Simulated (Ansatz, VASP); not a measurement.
BeS in VASP and in Ansatz

File INCAR:

```
SYSTEM = BeS
PREC     = Accurate       ! precision mode
ENCUT    = 520            ! plane-wave cutoff, eV
EDIFF    = 1E-7           ! SCF threshold, eV
ISMEAR   = 0              ! smearing method
SIGMA    = 0.05           ! smearing width, eV
LREAL    = .False.        ! projectors in reciprocal space
LASPH    = .True.         ! aspherical terms in the spheres
NELM     = 80             ! most SCF steps
ALGO     = Normal         ! electronic algorithm
ISIF     = 2              ! what is computed and relaxed
LWAVE    = .False.        ! write WAVECAR
LCHARG   = .False.        ! write CHGCAR
GGA      = PS             ! functional
NBANDS   = 11             ! bands
```

File KPOINTS:

```
Automatic mesh
0
Gamma
  10 10 10
  0 0 0
```

File POSCAR:

```
BeS
1.0
    0.0000000000      2.4105110522      2.3344093087
    2.3344093087      0.0000000000      2.3344093087
    2.3344093087      2.4105110522      0.0000000000
Be S
1 1
Direct
    0.0000000000      0.0000000000      0.0000000000
    0.7500000000      0.7500000000      0.7500000000
```

Input for Ansatz:

```yaml
crystal:
  lattice:
    - [0.0, 2.4105110522, 2.3344093087]
    - [2.3344093087, 0.0, 2.3344093087]
    - [2.3344093087, 2.4105110522, 0.0]
  atoms:
    - { symbol: Be, position: [0.0, 0.0, 0.0] }
    - { symbol: S, position: [0.75, 0.75, 0.75] }
basis:
  ecutwfc: 520.0
kpoints:
  mp_grid: { grid: [10, 10, 10] }
hamiltonian:
  xc: pbesol
scf:
  occupations: { method: gaussian, width: 0.05 }
output:
  forces: true
  stress: true
  eigenvalues: true
  write_density: true
  write_potential: true
  elf: true
  volumetric_format: npy
```

Alike in both runs: task single point; functional PBEsol; k mesh 10 × 10 × 10; occupations gaussian, width 0.05 eV; no spin polarisation.

```csv
,VASP,Ansatz
version,VASP 6.6.1,Ansatz 0.2.0
potentials or method,"VASP PAW PBE potentials, release 64 (Be, S), cutoff 520 eV","scalar-relativistic, plane waves, PAW"
valence electrons in the cell,8,8
```

Ansatz gave:

| Quantity | Value |
| --- | --- |
| gap on the k mesh at the Fermi level (eV) | 2.57 |
| least direct gap on the mesh (eV) | 5.46 |
| pressure (GPa) | 8.3 |
| traceless stress, the component that is largest in VASP (GPa) | -2.25 |

Q: Estimate VASP's values.

A: gap on the k mesh at the Fermi level (eV): 2.57; least direct gap on the mesh (eV): 5.49; pressure (GPa): 8.5; traceless stress, the component that is largest in VASP (GPa): -2.24.

VASP's potentials were made for PBE, not for PBEsol. With one functional, cell and mesh, what is left measures potentials, basis and numerics.
